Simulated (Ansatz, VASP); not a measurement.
One calculation of Zr4ScO, two programs

```
Zr Sc O
1.0
     0.00000    3.50709    3.50709
     3.50709    0.00000    3.50709
     3.50709    3.50709    0.00000
Zr Sc O
4 1 1
Direct
  0.37412 0.87763 0.37412
  0.37412 0.37412 0.87763
  0.87763 0.37412 0.37412
  0.37412 0.37412 0.37412
  0.75000 0.75000 0.75000
  0.00000 0.00000 0.00000
```

Change from the starting cell: species swapped into the HoCdCu4 type (F-43m, No. 216).

Alike in both runs: task relaxation of cell and atoms; functional PBE; k mesh 4 × 4 × 4; occupations gaussian, width 0.1 eV; no spin polarisation.

|  | VASP | Ansatz |
| --- | --- | --- |
| version | VASP 6.6.1 | Ansatz 0.2.0 |
| potentials or method | VASP PAW PBE potentials, release 64 (Zr_sv, Sc_sv, O), cutoff 600 eV | scalar-relativistic, plane waves, PAW |
| valence electrons in the cell | 65 | 65 |

|  | VASP | Ansatz | Ansatz less VASP |
| --- | --- | --- | --- |
| gap on the k mesh at the Fermi level, each at its own relaxed structure (eV) | none | none | - |
| relaxed volume (Å³/atom) | 22.40 | 22.53 | +0.139 |
| relaxed cell length with the largest relative difference (Å) | 5.749 | 5.761 | +0.0119 |

A gap of «none» marks a metal or a gap that the smearing closes.

The k mesh is coarse, so the values compare programs but aren't converged. Noted on VASP's run: the volume moved by over 15 % at a fixed basis, so the end points are rough.
